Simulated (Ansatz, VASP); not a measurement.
## Si2SnSe2: VASP beside Ansatz

```
Si Sn Se
1.0
     3.99212    0.00000    0.00000
     0.00000    3.99212    0.00000
     0.00000    0.00000    5.02864
Si Sn Se
2 1 2
Cartesian
  1.9961 0.0000 1.7173
  0.0000 1.9961 1.7173
  1.9961 1.9961 0.1066
  1.9961 0.0000 3.9520
  0.0000 1.9961 3.9520
```

Alike in both runs: task single point; functional PBE; k mesh 4 × 4 × 4; occupations gaussian, width 0.1 eV; no spin polarisation.

|  | VASP | Ansatz |
| --- | --- | --- |
| version | VASP 6.6.1 | Ansatz 0.2.0 |
| potentials or method | VASP PAW PBE potentials, release 64 (Si, Sn_d, Se), cutoff 520 eV | scalar-relativistic, plane waves, PAW |
| valence electrons in the cell | 34 | 54 |

Ansatz gave:

| Property | Result |
| --- | --- |
| gap on the k mesh at the Fermi level (eV) | none |
| rms of the force components (eV/Å) | 2.268 |

Task: Which values does VASP return?

Result: gap on the k mesh at the Fermi level (eV): none; rms of the force components (eV/Å): 2.275.

Atom by atom the forces differ by 0.011 eV/Å (rms over components). A gap of «none» marks a metal or a gap that the smearing closes. VASP's potentials hold 34 valence electrons a cell and Ansatz's 54, so a difference there can come from the potentials and not from the codes.

The k mesh is coarse, so the values compare programs but aren't converged.
